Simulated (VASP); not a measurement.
Write the native input for VASP 6.6.1 that does the following.

```
Task                   : single point
Functional             : r2SCAN
Potentials or basis    : VASP PAW PBE potentials, release 64 (Ca_sv)
Cutoff                 : 520 eV
k mesh                 : 5 × 5 × 3
Occupations            : gaussian, width 0.05 eV
Spin                   : no spin polarisation
Dipole correction      : no
Further INCAR settings : ALGO = Normal; EDIFF = 1e-07; NBANDS = 28
```

Ca:

```
Ca
1.0
     3.46297   -3.66949    0.00000
     3.46297    3.66949    0.00000
     0.00000    0.00000    7.00912
Ca
4
Cartesian
  3.4630 -1.1874 2.1272
  3.4630 1.1874 4.8820
  3.4630 -2.4821 5.6317
  3.4630 2.4821 1.3774
```

These files were run (other wordings do the same):

POSCAR

```
Ca
1.0
    3.4629657000     -3.6694915100      0.0000000000
    3.4629657000      3.6694915100      0.0000000000
    0.0000000000      0.0000000000      7.0091196500
Ca
4
Direct
    0.6617894600      0.3382105400      0.3034858900
    0.3382105400      0.6617894600      0.6965141100
    0.8382105400      0.1617894600      0.8034858900
    0.1617894600      0.8382105400      0.1965141100
```

INCAR.step1

```
SYSTEM = Ca
PREC = Accurate
ENCUT = 520
ISMEAR = 0
SIGMA = 0.05
LREAL = .FALSE.
LASPH = .TRUE.
NELM = 60
NBANDS = 28
GGA = PE
ALGO = Normal
EDIFF = 1E-4
LWAVE = .TRUE.
LCHARG = .FALSE.
```

INCAR.step2

```
SYSTEM = Ca
PREC = Accurate
ENCUT = 520
EDIFF = 1E-7
ISMEAR = 0
SIGMA = 0.05
LREAL = .FALSE.
LASPH = .TRUE.
NELM = 60
ALGO = Normal
ISIF = 2
LWAVE = .FALSE.
LCHARG = .FALSE.
METAGGA = R2SCAN
LMIXTAU = .TRUE.
NBANDS = 28
ISTART = 1
```

KPOINTS

```
Automatic mesh
0
G
  5 5 3
  0 0 0
```

Potentials or basis: VASP PAW PBE potentials, release 64 (Ca_sv).

Launch:

```sh
$ cat potpaw_PBE.64/Ca_sv/POTCAR > POTCAR
$ cp INCAR.step1 INCAR
$ mpirun -np 1 vasp_std > vasp.out
$ cp INCAR.step2 INCAR
$ mpirun -np 1 vasp_std > vasp.out
```

Results of the run:

- Pressure: -0.1 GPa
- Largest force: 0.023 eV/Å
- Band gap on the k mesh: zero (band 20 reaches 1.90 eV, above the bottom of band 21 at 1.42 eV)

Caveat: the PAW data sets were made with another functional, which shifts forces and pressure a little.

Run time: 4.4 min on 1 thread of AMD EPYC 7R13 Processor (Zen 3), on a shared host, peak memory 0.31 GiB.
